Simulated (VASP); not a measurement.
Set up this calculation in VASP 6.6.1, as the native input.

```yaml
Task: single point
Functional: PBE
Potentials_or_basis: VASP PAW PBE potentials, release 64 (Hf_pv, C)
Cutoff: 520 eV
k_mesh: 15 × 15 × 15
Occupations: fermi-dirac, width 0.05 eV
Spin: no spin polarisation
Dipole_correction: no
Further_INCAR_settings: ALGO = Normal; EDIFF = 1e-06; NBANDS = 14
```

The structure of HfC lies in POSCAR:

```
HfC
1.0
    0.0000000000      2.3705998121      2.3705998121
    2.3705998121      0.0000000000      2.3705998121
    2.3705998121      2.3705998121      0.0000000000
Hf C
1 1
Direct
    0.5000000000      0.5000000000      0.5000000000
    0.0000000000      0.0000000000      0.0000000000
```

This cell differs from its parent crystal: volume scaled by 1.06.

One way to write it, as run:

INCAR

```
SYSTEM = HfC
PREC = Accurate
ENCUT = 520
EDIFF = 1E-6
ISMEAR = -1
SIGMA = 0.05
LREAL = .False.
LASPH = .True.
NELM = 60
ALGO = Normal
ISIF = 2
LWAVE = .False.
LCHARG = .False.
GGA = PE
NBANDS = 14
```

KPOINTS

```
Automatic mesh
0
Gamma
  15 15 15
  0 0 0
```

Potentials or basis: VASP PAW PBE potentials, release 64 (Hf_pv, C).

Run with:

```bash
$ cat potpaw_PBE.64/Hf_pv/POTCAR potpaw_PBE.64/C/POTCAR > POTCAR
$ mpirun -np 1 vasp_std > vasp.out
```

Results of the run:

```
Pressure               : -12.8 GPa
Band gap on the k mesh : zero (band 7 reaches 6.48 eV, above the bottom of band 8 at 5.09 eV)
```

Caveat: spin-orbit coupling is left out, which moves the levels of the heavy elements.

Run time: 50 s on 1 thread of Intel(R) Xeon(R) Platinum 8488C (Sapphire Rapids), with other jobs on the host, peak memory 0.19 GiB.
